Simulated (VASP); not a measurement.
# ZnO (P6_3mc) in VASP: further runs

ZnO is run at these levels: PBEsol; tasks: vibrations by perturbation theory.

All numbers are computed with VASP 6.6.1; they aren't measurements. Logs are shortened: lines on timing, memory, paths and dates and some standing lists are left out, and cuts for length are marked.

## (1) The cell of the first run

It takes space group P6_3mc (No. 186, hexagonal). Conventional cell: a = 3.214 Å, b = 3.214 Å, c = 5.188 Å, α = 90.00°, β = 90.00°, γ = 120.00°. Zn (site symmetry 3m) has 4 O at 1.96 to 1.97 Å within 2.6 Å. O (site symmetry 3m) has 4 Zn at 1.96 to 1.97 Å within 2.6 Å.

## (2) Vibrations by perturbation theory, PBEsol (volume scaled by 0.985)

File INCAR:

```
SYSTEM = ZnO
ALGO = Normal
EDIFF = 1E-8
ENCUT = 600
GGA = PS
GGA_COMPAT = .FALSE.
IBRION = 8
ISIF = 2
ISMEAR = 0
LASPH = .TRUE.
LCHARG = .FALSE.
LREAL = .FALSE.
LWAVE = .FALSE.
NELM = 120
NSW = 1
PREC = Accurate
SIGMA = 0.01
```

File KPOINTS:

```
k-points
0
G
  6 6 4
  0 0 0
```

File POSCAR:

```
ZnO
1.0
    3.2137984872      0.0000000000      0.0000000000
   -1.6068992436      2.7832311326      0.0000000000
    0.0000000000      0.0000000000      5.1880244723
Zn O
2 2
Direct
    0.3333333333      0.6666666667      0.5000362241
    0.6666666667      0.3333333333      0.0000362241
    0.6666666667      0.3333333333      0.3789737759
    0.3333333333      0.6666666667      0.8789737759
```

Potentials or basis: VASP PAW PBE potentials, release 64 (Zn, O).

On the command line:

```
cat potpaw_PBE.64/Zn/POTCAR potpaw_PBE.64/O/POTCAR > POTCAR
mpirun -np 1 vasp_std > vasp.out
```

OUTCAR:

```text
SYSTEM = ZnO
   EDIFF = 1E-8
   ENCUT = 600
   GGA = PS
   IBRION = 8
   ISIF = 2
   ISMEAR = 0
   LASPH = .TRUE.
   LREAL = .FALSE.
   NELM = 120
   NSW = 1
   PREC = Accurate

 ion  position               nearest neighbor table
   1  0.333  0.667  0.500-   3 1.96   3 1.96   3 1.96   4 1.97
   2  0.667  0.333  0.000-   4 1.96   4 1.96   4 1.96   3 1.97
   3  0.667  0.333  0.379-   1 1.96   1 1.96   1 1.96   2 1.97
   4  0.333  0.667  0.879-   2 1.96   2 1.96   2 1.96   1 1.97

  LATTYP: Found a hexagonal cell.
 ALAT       =     3.2137984872
 C/A-ratio  =     1.6142967560

  Lattice vectors:

 A1 = (   3.2137984872,   0.0000000000,   0.0000000000)
 A2 = (  -1.6068992436,   2.7832311326,   0.0000000000)
 A3 = (   0.0000000000,   0.0000000000,   5.1880244723)

Analysis of symmetry for initial positions (statically):
=====================================================================
 Subroutine PRICEL returns:
 Original cell was already a primitive cell.

 Routine SETGRP: Setting up the symmetry group for a
 hexagonal supercell.

 Subroutine GETGRP returns: Found 12 space group operations
 (whereof  6 operations were pure point group operations)
 out of a pool of 24 trial point group operations.

The static configuration has the point symmetry C_3v.
 The point group associated with its full space group is C_6v.

Analysis of symmetry for dynamics (positions and initial velocities):
=====================================================================
 Subroutine PRICEL returns:
 Original cell was already a primitive cell.

 Routine SETGRP: Setting up the symmetry group for a
 hexagonal supercell.

 Subroutine GETGRP returns: Found 12 space group operations
 (whereof  6 operations were pure point group operations)
 out of a pool of 24 trial point group operations.

The dynamic configuration has the point symmetry C_3v.
 The point group associated with its full space group is C_6v.

 Subroutine INISYM returns: Found 12 space group operations
 (whereof  6 operations are pure point group operations),
 and found     1 'primitive' translations

----------------------------------------------------------------------------------------

                                     Primitive cell

  volume of cell :      46.4056

  direct lattice vectors                    reciprocal lattice vectors
     3.213798487  0.000000000  0.000000000     0.311158277  0.179647315  0.000000000
    -1.606899244  2.783231133  0.000000000     0.000000000  0.359294630  0.000000000
     0.000000000  0.000000000  5.188024472     0.000000000  0.000000000  0.192751597

  length of vectors
     3.213798487  3.213798487  5.188024472     0.359294630  0.359294630  0.192751597

  position of ions in fractional coordinates (direct lattice)
     0.333333333  0.666666667  0.500036224
     0.666666667  0.333333333  0.000036224
     0.666666667  0.333333333  0.378973776
     0.333333333  0.666666667  0.878973776

  ion indices of the primitive-cell ions
   primitive index   ion index
                 1           1
                 2           2
                 3           3
[... 116 lines left out ...]
  free energy    TOTEN  =       -19.40167703 eV

  energy without entropy =      -19.40167703  energy(sigma->0) =      -19.40167703

 E-fermi :   1.3857     XC(G=0): -11.3222

 val. band max:        1.2892493759   @ k =   0.0000   0.0000   0.0000
 cond. band min:       2.0001633452   @ k =   0.0000   0.0000   0.0000
 fundamental gap:      0.7109139693
 Fermi energy:         1.3856643283

 k-point     1 :       0.0000    0.0000    0.0000
  band No.  band energies     occupation
      1     -16.9687      2.00000
      2     -16.1888      2.00000
      3      -4.6447      2.00000
      4      -4.5593      2.00000
      5      -4.5593      2.00000
      6      -4.5145      2.00000
[... 514 lines left out ...]
     21       9.2693      0.00000
     22       9.2693      0.00000

------------------------ aborting loop because EDIFF is reached ----------------------------------------

  FORCE on cell =-STRESS in cart. coord.  units (eV):
  Direction    XX          YY          ZZ          XY          YZ          ZX
  --------------------------------------------------------------------------------------
  -------------------------------------------------------------------------------------
  Total        0.9154701      0.9154701      0.9055836      0.0000000      0.0000000      0.0000000
  in kB       31.6071119     31.6071119     31.2657756      0.0000000      0.0000000      0.0000000
  external PRESSURE =      31.4933331 kB  Pullay stress =       0.0000000 kB

 VOLUME and BASIS-vectors are now :
 -----------------------------------------------------------------------------
  energy-cutoff  :      600.00
  volume of cell :       46.41
      direct lattice vectors                 reciprocal lattice vectors
     3.213798487  0.000000000  0.000000000     0.311158277  0.179647315  0.000000000
    -1.606899244  2.783231133  0.000000000     0.000000000  0.359294630  0.000000000
     0.000000000  0.000000000  5.188024472     0.000000000  0.000000000  0.192751597

 POSITION                                       TOTAL-FORCE (eV/Angst)
 -----------------------------------------------------------------------------------
     -0.00000      1.85549      2.59420        -0.000000     -0.000000      0.001797
      1.60690      0.92774      0.00019        -0.000000      0.000000      0.001797
      1.60690      0.92774      1.96613         0.000000      0.000000     -0.001797
     -0.00000      1.85549      4.56014        -0.000000     -0.000000     -0.001797
 -----------------------------------------------------------------------------------
    total drift:                               -0.000000     -0.000000     -0.000916

  FREE ENERGIE OF THE ION-ELECTRON SYSTEM (eV)
  ---------------------------------------------------
  free  energy   TOTEN  =       -19.4016770251 eV

  energy  without entropy=      -19.4016770251  energy(sigma->0) =      -19.40167703

[... ionic steps 2 to 9 ...]

--------------------------------------- Ionic step       10  -------------------------------------------

------------------------ aborting loop because EDIFF is reached ----------------------------------------

[... ionic steps 11 to 11 ...]

--------------------------------------- Ionic step       12  -------------------------------------------

 Free energy of the ion-electron system (eV)
  ---------------------------------------------------
  ---------------------------------------------------
  free energy    TOTEN  =        -0.37674801 eV

  energy without entropy =       -0.37674801

------------------------ aborting loop because EDIFF is reached ----------------------------------------

 INTERNAL STRAIN TENSOR  FOR ION    3  DIRECTION 3   (eV/Angst):
 -----------------------------------------------------------------------------
     5.12222 -0.00000  0.00000
    -0.00000  5.12222 -0.00000
     0.00000 -0.00000-10.07558

 INTERNAL STRAIN TENSOR FOR ION    4 for displacements in x,y,z  (eV/Angst):
          X           Y           Z          XY          YZ          ZX
  --------------------------------------------------------------------------------
  x    -0.00000     0.00000     0.00000    -8.96485    -0.00000     4.93293
  y    -8.96485     8.96485     0.00000     0.00000     5.21557     0.00000
  z     5.12222     5.12222   -10.07558     0.00000    -0.00000     0.00000

 SECOND DERIVATIVES (NOT SYMMETRIZED)
 ------------------------------------
               1X          1Y          1Z          2X          2Y          2Z          3X          3Y          3Z          4X          4Y          4Z
  1X    -8.174716    0.000000   -0.000000    0.338777    0.000000   -0.000000    7.916037    0.000000    0.000000   -0.080098   -0.000000   -0.000000
  1Y     0.000000   -8.174716    0.000000    0.000000    0.338777    0.000000    0.000000    7.916037    0.000000    0.000000   -0.080098    0.000000
  1Z     0.000000   -0.000000  -12.146300    0.000000    0.000000    4.983576    0.000000    0.000000    1.578559    0.000000    0.000000    5.584165
  2X     0.338777   -0.000000    0.000000   -8.174716    0.000000    0.000000   -0.080098   -0.000000    0.000000    7.916037    0.000000    0.000000
  2Y    -0.000000    0.338777   -0.000000    0.000000   -8.174716    0.000000    0.000000   -0.080098    0.000000   -0.000000    7.916037    0.000000
  2Z    -0.000000    0.000000    4.983576    0.000000    0.000000  -12.146300    0.000000   -0.000000    5.584165   -0.000000    0.000000    1.578559
  3X     7.920003    0.000000    0.000000   -0.079782    0.000000   -0.000000   -8.817205    0.000000    0.000000    0.976984    0.000000    0.000000
  3Y     0.000000    7.920003    0.000000    0.000000   -0.079782    0.000000   -0.000000   -8.817205    0.000000   -0.000000    0.976984    0.000000
  3Z     0.000000    0.000000    1.498481    0.000000    0.000000    5.617629   -0.000000    0.000000  -12.202345    0.000000   -0.000000    5.086235
  4X    -0.079782    0.000000    0.000000    7.920003    0.000000   -0.000000    0.976984    0.000000    0.000000   -8.817205    0.000000    0.000000
  4Y     0.000000   -0.079782    0.000000    0.000000    7.920003   -0.000000   -0.000000    0.976984   -0.000000   -0.000000   -8.817205   -0.000000
  4Z     0.000000   -0.000000    5.617629    0.000000   -0.000000    1.498481    0.000000    0.000000    5.086235    0.000000   -0.000000  -12.202345

 Eigenvectors and eigenvalues of the dynamical matrix
 ----------------------------------------------------

   1 f  =   16.391668 THz   102.991887 2PiTHz  546.767187 cm-1    67.790461 meV
             X         Y         Z           dx          dy          dz
     -0.000000  1.855487  2.594200    -0.000000    0.000000   -0.104878
      1.606899  0.927744  0.000188     0.000000   -0.000000    0.104878
      1.606899  0.927744  1.966125     0.000000   -0.000000   -0.699286
     -0.000000  1.855487  4.560137    -0.000000    0.000000    0.699286
[... 71 lines left out ...]
  12 f/i=    0.015130 THz     0.095066 2PiTHz    0.504689 cm-1     0.062573 meV
             X         Y         Z           dx          dy          dz
     -0.000000  1.855487  2.594200     0.000000   -0.000000    0.633396
      1.606899  0.927744  0.000188     0.000000   -0.000000    0.633396
      1.606899  0.927744  1.966125     0.000000   -0.000000    0.314339
     -0.000000  1.855487  4.560137     0.000000   -0.000000    0.314339

--------------------------------------------------------------------------------------------------------

 ELASTIC MODULI CONTR FROM IONIC RELAXATION (kBar)
 Direction    XX          YY          ZZ          XY          YZ          ZX
 --------------------------------------------------------------------------------
 XX        -828.9463    321.4585    498.1634     -0.0000      0.0000     -0.0000
 YY         321.4585   -828.9463    498.1634      0.0000      0.0000      0.0000
 ZZ         498.1634    498.1634   -978.0206     -0.0000      0.0000     -0.0000
 XY          -0.0000      0.0000     -0.0000   -575.2024      0.0000     -0.0000
 YZ          -0.0000      0.0000      0.0000      0.0000   -223.4343     -0.0000
 ZX          -0.0000      0.0000     -0.0000     -0.0000     -0.0000   -218.6531
 --------------------------------------------------------------------------------
```

Wall time 3.7 min (1 thread of Intel Xeon 6975P-C (Granite Rapids), shared host); peak memory 0.38 GiB.

What came out:

```
Highest phonon frequency at Γ, LO-TO splitting left out : 547 cm⁻¹
```

Phonon frequencies in cm⁻¹ (negative: imaginary):
| q point | frequencies |
| --- | --- |
| (0.000, 0.000, 0.000) | -1 0 0 84 84 257 388 407 407 441 441 547 |

Caveat: the k points lie up to 0.38 Å⁻¹ apart; the cell wasn't relaxed at this level first, which shifts response properties; the PAW data sets were made with another functional, which shifts forces and pressure a little.

(Continued in part 2 of 2.)
